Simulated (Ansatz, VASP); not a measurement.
# Co in VASP and in Ansatz

```xyz
2
Lattice="2.4584 0.0000 0.0000 -1.2292 2.1290 0.0000 0.0000 0.0000 3.9607" Properties=species:S:1:pos:R:3 pbc="T T T"
Co    0.0000    1.4194    0.9902
Co    1.2292    0.7097    2.9705
```

Alike in both runs: task single point; functional PBE; k mesh 24 × 24 × 13; occupations fermi-dirac, width 0.1 eV; no spin polarisation.

|  | VASP | Ansatz |
| --- | --- | --- |
| version | VASP 6.6.1 | Ansatz 0.2.0 |
| potentials or method | VASP PAW PBE potentials, release 64 (Co), cutoff 520 eV | plane waves (420 eV) with PAW, scalar-relativistic |
| valence electrons in the cell | 18 | 34 |

VASP gave:

```
pressure (GPa)                                                : -0.8
traceless stress, the component that is largest in VASP (GPa) : -0.06
```

Q: Which values does Ansatz return?

A: Pressure (GPa): -0.1; traceless stress, the component that is largest in VASP (GPa): 0.00.

The functional is the same, so the differences come from potentials, cutoffs and numerics. VASP's potentials hold 18 valence electrons a cell and Ansatz's 34, so a difference there can come from the potentials and not from the codes.
